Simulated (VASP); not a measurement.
A run of VASP 6.6.1 is set up as follows.

Contents of INCAR:

```
SYSTEM = HfC
PREC = Accurate
ENCUT = 520
EDIFF = 1E-6
ISMEAR = 0
SIGMA = 0.1
LREAL = .False.
LASPH = .True.
NELM = 80
ALGO = Normal
ISIF = 2
LWAVE = .False.
LCHARG = .True.
GGA = PS
LELF = .True.
LVHAR = .True.
NBANDS = 14
```

KPOINTS

```
Automatic mesh
0
Gamma
  16 16 16
  0 0 0
```

File POSCAR:

```
HfC
1.0
    0.0000000000      2.3488416719      2.3488416719
    2.3488416719      0.0000000000      2.3488416719
    2.3488416719      2.3488416719      0.0000000000
Hf C
1 1
Direct
    0.5000000000      0.5000000000      0.5000000000
    0.0000000000      0.0000000000      0.0000000000
```

Potentials or basis: VASP PAW PBE potentials, release 64 (Hf_pv, C).

Command:

```bash
$ cat potpaw_PBE.64/Hf_pv/POTCAR potpaw_PBE.64/C/POTCAR > POTCAR
$ mpirun -np 1 vasp_std > vasp.out
```

(1) Predict the pressure.

(2) Predict the band gap on the k mesh.

Results:

(1) -13.5 GPa.

(2) zero (band 7 reaches 6.59 eV, above the bottom of band 8 at 5.16 eV).

Caveat: the PAW data sets were made with another functional, which shifts forces and pressure a little; spin-orbit coupling is left out, which moves the levels of the heavy elements.
